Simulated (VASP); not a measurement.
Runs of VASP 6.6.1 on Zr3Si2. The structure is that of space group P4/mbm (No. 127), or close to it. The cells are those of the table. 

```tsv
cell	further INCAR settings	gap on the mesh (eV)	pressure (GPa)	largest force (eV/Å)
a = 7.066, b = 7.066, c = 3.936 Å, 10 atoms	ALGO = Fast; EDIFF = 1e-06; NBANDS = 55	none	-8.4	0.09
a = 7.631, b = 7.631, c = 3.644 Å, 10 atoms	ALGO = Fast; EDIFF = 1e-07; NBANDS = 55	none	-16.3	0.13
a = 7.631, b = 7.631, c = 3.936 Å, 10 atoms	ALGO = Fast; EDIFF = 1e-06; NBANDS = 55	none	(a)	0.14
a = 7.631, b = 7.631, c = 3.353 Å, 10 atoms	ALGO = Fast; EDIFF = 1e-06; NBANDS = 55	none	-8.8	0.17
```

Alike in all rows: task single point; level PBEsol; potentials or basis VASP PAW PBE potentials, release 64 (Zr_sv, Si); no spin polarisation; k mesh 6 × 6 × 12; cutoff (eV) 520; smearing gaussian 0.15 eV.

Task: Fill in the values left out.

Result: (a) -20.6.

Caveats: the PAW data sets were made with another functional, which shifts forces and pressure a little; the stress differs along the axes, from -14 to -6 GPa (at least some runs); the stress differs along the axes, from -19 to -10 GPa (at least some runs); the cell stands under tension (at least some runs); the stress differs along the axes, from -15 to 3 GPa (at least some runs).

A k mesh can miss the band edges, and the runs leave out spin-orbit coupling on Zr.

A gap of «none» marks levels without a gap at the run's occupations.
